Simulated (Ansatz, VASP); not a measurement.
# La2O3: VASP beside Ansatz

```
La O
1.0
     6.26678    0.00000    0.00000
    -3.13339    5.42719    0.00000
     0.00000    0.00000    3.29977
La O
2 3
Direct
  0.33333 0.66667 0.50000
  0.66667 0.33333 0.50000
  0.49199 0.49199 0.00000
  0.00000 0.50801 0.00000
  0.50801 0.00000 0.00000
```

Alike in both runs: task single point; functional PBEsol; k mesh 6 × 6 × 6; no spin polarisation.

|  | VASP | Ansatz |
| --- | --- | --- |
| version | VASP 6.6.1 | Ansatz 0.2.0 |
| potentials or method | VASP PAW PBE potentials, release 64 (La, O), cutoff 520 eV | plane waves, PAW |
| occupations | gaussian, width 0.1 eV | gaussian |
| valence electrons in the cell | 40 | 40 |

```tsv
	VASP	Ansatz	Ansatz less VASP
pressure (GPa)	-1.2	-1.1	+0.15
traceless stress, the component that is largest in VASP (GPa)	-2.56	-2.53	+0.025
rms of the force components (eV/Å)	0.028	0.027	-0.0005
```

VASP's potentials were made for PBE, not for PBEsol. Atom by atom the forces differ by 0.000 eV/Å (rms over components). Ansatz's warnings: stress scf threshold loose.

Spin-orbit coupling is off throughout.
